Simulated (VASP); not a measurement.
# Sc (Fm-3m) in VASP: notebook

Runs on Sc. Level: PBE. Tasks: single point.

Program: VASP 6.6.1. These are calculated values, not measurements. Logs are shortened: lines on timing, memory, paths and dates and some standing lists are left out, and cuts for length are marked.

### 1 The cell of the first run

The structure is cubic, space group Fm-3m (No. 225). Conventional cell: a = 4.474 Å, b = 4.474 Å, c = 4.474 Å, α = 90.00°, β = 90.00°, γ = 90.00°. Within 4.2 Å of Sc (site symmetry m-3m) lie 12 Sc at 3.16 Å.

### 2 Single point, PBE (strained)

Contents of INCAR:

```
  ALGO = Fast
  EDIFF = 1E-6
  ENCUT = 520
  GGA = PE
  ISIF = 2
  ISMEAR = 0
  LASPH = T
  LCHARG = F
  LREAL = F
  LWAVE = F
  NBANDS = 12
  NELM = 80
  PREC = Accurate
  SIGMA = 0.1
```

Contents of KPOINTS:

```
k-points
0
Gamma
  16 16 16
```

Contents of POSCAR:

```
Sc
1.0
    0.0000000000      2.2371917650      2.2371917650
    2.2371917650      0.0000000000      2.2371917650
    2.2371917650      2.2371917650      0.0000000000
Sc
1
Direct
    0.0000000000      0.0000000000      0.0000000000
```

Potentials or basis: VASP PAW PBE potentials, release 64 (Sc_sv).

Command:

```
$ cat potpaw_PBE.64/Sc_sv/POTCAR > POTCAR
$ mpirun -np 1 vasp_std > vasp.out
```

OUTCAR:

```text
EDIFF = 1E-6
   ENCUT = 520
   GGA = PE
   ISIF = 2
   ISMEAR = 0
   LASPH = T
   LREAL = F
   NELM = 80
   PREC = Accurate

 ion  position               nearest neighbor table
   1  0.000  0.000  0.000-

  LATTYP: Found a face centered cubic cell.
 ALAT       =     4.4743835300

  Lattice vectors:

 A1 = (   0.0000000000,   2.2371917650,   2.2371917650)
 A2 = (   2.2371917650,   0.0000000000,   2.2371917650)
 A3 = (   2.2371917650,   2.2371917650,   0.0000000000)

Analysis of symmetry for initial positions (statically):
=====================================================================
 Subroutine PRICEL returns:
 Original cell was already a primitive cell.

 Routine SETGRP: Setting up the symmetry group for a
 face centered cubic supercell.

 Subroutine GETGRP returns: Found 48 space group operations
 (whereof 48 operations were pure point group operations)
 out of a pool of 48 trial point group operations.

The static configuration has the point symmetry O_h .

Analysis of symmetry for dynamics (positions and initial velocities):
=====================================================================
 Subroutine PRICEL returns:
 Original cell was already a primitive cell.

 Routine SETGRP: Setting up the symmetry group for a
 face centered cubic supercell.

 Subroutine GETGRP returns: Found 48 space group operations
 (whereof 48 operations were pure point group operations)
 out of a pool of 48 trial point group operations.

The dynamic configuration has the point symmetry O_h .

 Subroutine INISYM returns: Found 48 space group operations
 (whereof 48 operations are pure point group operations),
 and found     1 'primitive' translations

----------------------------------------------------------------------------------------

                                     Primitive cell

  volume of cell :      22.3944

  direct lattice vectors                    reciprocal lattice vectors
     0.000000000  2.237191765  2.237191765    -0.223494475  0.223494475  0.223494475
     2.237191765  0.000000000  2.237191765     0.223494475 -0.223494475  0.223494475
     2.237191765  2.237191765  0.000000000     0.223494475  0.223494475 -0.223494475

  length of vectors
     3.163866936  3.163866936  3.163866936     0.387103787  0.387103787  0.387103787

  position of ions in fractional coordinates (direct lattice)
     0.000000000  0.000000000  0.000000000

  ion indices of the primitive-cell ions
   primitive index   ion index
                 1           1

----------------------------------------------------------------------------------------

 KPOINTS: k-points

Automatic generation of k-mesh.
 Grid dimensions read from file:
 generate k-points for:   16   16   16

 Generating k-lattice:

  Cartesian coordinates                     Fractional coordinates (reciprocal lattice)
    -0.013968405  0.013968405  0.013968405     0.062500000  0.000000000  0.000000000
     0.013968405 -0.013968405  0.013968405     0.000000000  0.062500000  0.000000000
     0.013968405  0.013968405 -0.013968405     0.000000000  0.000000000  0.062500000

  Length of vectors
     0.024193987  0.024193987  0.024193987

  Shift w.r.t. Gamma in fractional coordinates (k-lattice)
     0.000000000  0.000000000  0.000000000

 Subroutine IBZKPT returns following result:
 ===========================================

 Found    145 irreducible k-points:

 Following reciprocal coordinates:
            Coordinates               Weight
  0.000000  0.000000  0.000000      1.000000
  0.062500  0.000000  0.000000      8.000000
  0.125000  0.000000  0.000000      8.000000
  0.187500  0.000000  0.000000      8.000000
  0.250000  0.000000  0.000000      8.000000
  0.312500  0.000000  0.000000      8.000000
[... 16 lines left out ...]
 -0.125000  0.062500  0.000000     24.000000
 -0.062500  0.062500  0.000000     12.000000
 [... further k-points ...]
   k-points           NKPTS =    145   k-points in BZ     NKDIM =    145   number of bands    NBANDS=     12
   number of dos      NEDOS =    301   number of ions     NIONS =      1
   total plane-waves  NPLWV =  13824
   dimension x,y,z NGX =    24 NGY =   24 NGZ =   24
   dimension x,y,z NGXF=    48 NGYF=   48 NGZF=   48
   ions per type =               1
   NGX,Y,Z   is equivalent  to a cutoff of  12.61, 12.61, 12.61 a.u.
   NGXF,Y,Z  is equivalent  to a cutoff of  25.22, 25.22, 25.22 a.u.
 SYSTEM =  unknown system
   PREC   = accura    normal or accurate (medium, high low for compatibility)
   ISTART =      0    job   : 0-new  1-cont  2-samecut
   ICHARG =      2    charge: 1-file 2-atom 10-const
   ISPIN  =      1    spin polarized calculation?
   LNONCOLLINEAR =      F non collinear calculations
   LSORBIT =      F    spin-orbit coupling
   LASPH  =      T    aspherical Exc in radial PAW
   ENCUT  =  520.0 eV  38.22 Ry    6.18 a.u.   5.88  5.88  5.88*2*pi/ulx,y,z
   NELM   =     80;   NELMIN=  2; NELMDL= -5     # of ELM steps
   EDIFF  = 0.1E-05   stopping-criterion for ELM
   LREAL  =      F    real-space projection
   EDIFFG = 0.1E-04   stopping-criterion for IOM
   NSW    =      0    number of steps for IOM
   IBRION =     -1    ionic relax: 0-MD 1-quasi-New 2-CG
   NFREE  =      0    steps in history (QN), initial steepest desc. (CG)
   ISIF   =      2    stress and relaxation
   ISYM   =      2    0-nonsym 1-usesym 2-fastsym
   POTIM  = 0.5000    time-step for ionic-motion
   TEBEG  =    0.0;   TEEND  =   0.0 temperature during run
   PSTRESS=    0.0 pullay stress
   NELECT =      11.0000    total number of electrons
   NUPDOWN=      -1.0000    fix difference up-down
   EMIN   =  10.00;   EMAX   =-10.00  energy-range for DOS
   EFERMI =   0.00;   METHOD = LEGACY
   ISMEAR =     0;   SIGMA  =   0.10  broadening in eV -4-tet -1-fermi 0-gaus
   EFERMI_NEDOS =   21; number of points for ismear=-14 and -15
   IALGO  =     68    algorithm
   IMIX   =      4    mixing-type and parameters
     AMIX     =   0.40;   BMIX     =  1.00
     AMIX_MAG =   1.60;   BMIX_MAG =  1.00
  volume/ion in A,a.u.               =      22.39       151.12
  Fermi-wavevector in a.u.,A,eV,Ry     =   1.291693  2.440945 22.700911  1.668470
  Thomas-Fermi vector in A             =   2.423447
   LORBIT       =      0    0 simple, 1 ext, 2 COOP (PROOUT), +10 PAW based schemes
   GGA     = PE    functional components
   LHFCALC =     F    Hartree Fock is set to
   AEXX    =    0.0000 exact exchange contribution
   IVDW    =     0    specifies the selected vdW correction
   LEPSILON=     F    determine dielectric tensor
   LRPA    =     F    only Hartree local field effects (RPA)
 non-spin polarized calculation
 RMM-DIIS sequential band-by-band and
 Gauss-broadening in eV      SIGMA  =   0.10
  energy-cutoff  :      520.00
  volume of cell :       22.39
 maximum number of plane-waves:       620
   NGX = 11   NGY = 11   NGZ = 11

 number of electron      11.0000003 magnetization

 Free energy of the ion-electron system (eV)
  ---------------------------------------------------
  ext. energy  EPLUGINS =         0.00000000
  ---------------------------------------------------
  free energy    TOTEN  =        -6.16680790 eV

  energy without entropy =       -6.15805223  energy(sigma->0) =       -6.16243006

 E-fermi :   4.3307     XC(G=0): -10.2643

 val. band max:        4.3297045066   @ k =   0.5000   0.1875   0.0625
 cond. band min:       4.3365523268   @ k =  -0.2500   0.3750   0.1250
 fundamental gap:      0.0068478201
 Fermi energy:         4.3306845680

 k-point     1 :       0.0000    0.0000    0.0000
  band No.  band energies     occupation
      1     -44.8534      2.00000
      2     -23.2062      2.00000
      3     -23.2062      2.00000
      4     -23.2062      2.00000
      5      -1.0356      2.00000
      6       6.0399      0.00000
      7       6.0399      0.00000
      8       6.0399      0.00000
      9       7.6045      0.00000
     10       7.6045      0.00000
     11      17.3630      0.00000
     12      21.1527      0.00000

 k-point     2 :       0.0625    0.0000    0.0000
  band No.  band energies     occupation
      1     -44.8500      2.00000
      2     -23.2278      2.00000
      3     -23.2089      2.00000
      4     -23.2089      2.00000
      5      -0.9271      2.00000
      6       5.9554      0.00000
      7       6.0818      0.00000
      8       6.0818      0.00000
      9       7.5734      0.00000
     10       7.5734      0.00000
     11      17.4831      0.00000
     12      20.2750      0.00000

 k-point     3 :       0.1250    0.0000    0.0000
  band No.  band energies     occupation
      1     -44.8404      2.00000
      2     -23.2889      2.00000
      3     -23.2165      2.00000
      4     -23.2165      2.00000
      5      -0.6100      2.00000
      6       5.7282      0.00000
      7       6.1857      0.00000
      8       6.1857      0.00000
      9       7.5094      0.00000
     10       7.5094      0.00000
     11      17.6976      0.00000
     12      18.8545      0.00000
[... 286 lines left out ...]
 k-point    23 :      -0.1250    0.0625    0.0000
  band No.  band energies     occupation
      1     -44.8333      2.00000
      2     -23.3252      2.00000
      3     -23.2364      2.00000
      4     -23.2160      2.00000
      5      -0.3707      2.00000
      6       5.5683      0.00000
      7       6.2352      0.00000
      8       6.2761      0.00000
      9       7.3109      0.00000
     10       7.6422      0.00000
     11      17.7308      0.00000
     12      18.3739      0.00000

 k-point    24 :      -0.0625    0.0625    0.0000
  band No.  band energies     occupation
      1     -44.8445      2.00000
      2     -23.2581      2.00000
      3     -23.2211      2.00000
      4     -23.2097      2.00000
      5      -0.7492      2.00000
      6       5.8189      0.00000
      7       6.1473      0.00000
      8       6.1514      0.00000
      9       7.4481      0.00000
     10       7.6097      0.00000
     11      17.6517      0.00000
     12      19.5079      0.00000

 [... further k-points ...]
[... 5 lines left out ...]
  --------------------------------------------------------------------------------------
  -------------------------------------------------------------------------------------
  Total        0.7991850      0.7991850      0.7991850      0.0000000      0.0000000      0.0000000
  in kB       57.1765943     57.1765943     57.1765943      0.0000000      0.0000000      0.0000000
  external PRESSURE =      57.1765943 kB  Pullay stress =       0.0000000 kB

 VOLUME and BASIS-vectors are now :
 -----------------------------------------------------------------------------
  energy-cutoff  :      520.00
  volume of cell :       22.39
      direct lattice vectors                 reciprocal lattice vectors
     0.000000000  2.237191765  2.237191765    -0.223494475  0.223494475  0.223494475
     2.237191765  0.000000000  2.237191765     0.223494475 -0.223494475  0.223494475
     2.237191765  2.237191765  0.000000000     0.223494475  0.223494475 -0.223494475

 POSITION                                       TOTAL-FORCE (eV/Angst)
 -----------------------------------------------------------------------------------
      0.00000      0.00000      0.00000        -0.000000      0.000000     -0.000000
 -----------------------------------------------------------------------------------
    total drift:                                0.000000      0.000000     -0.000000

  FREE ENERGIE OF THE ION-ELECTRON SYSTEM (eV)
  ---------------------------------------------------
  free  energy   TOTEN  =        -6.1668078976 eV

  energy  without entropy=       -6.1580522286  energy(sigma->0) =       -6.16243006
```

Wall time 25 s (1 thread of Intel Xeon Platinum 8259CL at 2.50GHz (Skylake/Cascade Lake), shared host); peak memory 0.16 GiB.

Results:

```yaml
Free_energy: -6.1668 eV
Pressure: 5.7 GPa
```

Levels at points of the mesh, in eV from the Fermi level:
```tsv
k point	band 1	band 2	band 3	band 4	band 5	band 6	band 7	band 8	band 9	band 10
(0.00, 0.00, 0.00)	-49.18	-27.54	-27.54	-27.54	-5.37	1.71	1.71	1.71	3.27	3.27
(0.50, 0.00, 0.00)	-49.09	-28.08	-27.61	-27.61	-1.88	0.42	1.58	1.58	4.29	4.29
(0.50, 0.50, 0.00)	-49.07	-28.05	-27.73	-27.73	-1.73	-0.77	2.28	4.29	4.56	4.56
```

Caveat: the cell differs from its parent crystal (strained).

### 3 Single point, PBE (strained)

Contents of INCAR:

```
SYSTEM = Sc
ALGO = Normal
EDIFF = 1E-6
ENCUT = 520
GGA = PE
ISIF = 2
ISMEAR = 0
LASPH = .True.
LCHARG = .False.
LREAL = .False.
LWAVE = .False.
NBANDS = 12
NELM = 80
PREC = Accurate
SIGMA = 0.1
```

Contents of KPOINTS:

```
k-points
0
Gamma
  16 16 16
  0 0 0
```

Contents of POSCAR:

```
Sc
1.0
    0.0000000000      2.2767438750      2.2767438750
    2.2767438750      0.0000000000      2.2767438750
    2.2767438750      2.2767438750      0.0000000000
Sc
1
Direct
    0.0000000000      0.0000000000      0.0000000000
```

Potentials or basis: VASP PAW PBE potentials, release 64 (Sc_sv).

Command:

```
$ cat potpaw_PBE.64/Sc_sv/POTCAR > POTCAR
$ mpirun -np 1 vasp_std > vasp.out
```

It took 21 s on 1 thread of Intel Xeon Platinum 8259CL at 2.50GHz (Skylake/Cascade Lake), shared host; peak memory 0.16 GiB.

It converged, with:

```
Free energy : -6.1977 eV
Pressure    : 2.4 GPa
```

Levels at points of the mesh, in eV from the Fermi level:
```tsv
k point	band 3	band 4	band 5	band 6	band 7	band 8
(0.00, 0.00, 0.00)	-27.71	-27.71	-5.27	1.64	1.64	1.64
(0.50, 0.00, 0.00)	-27.77	-27.77	-1.82	0.31	1.52	1.52
(0.50, 0.50, 0.00)	-27.87	-27.87	-1.61	-0.69	2.07	4.04
```

Caveat: the cell differs from its parent crystal (strained).
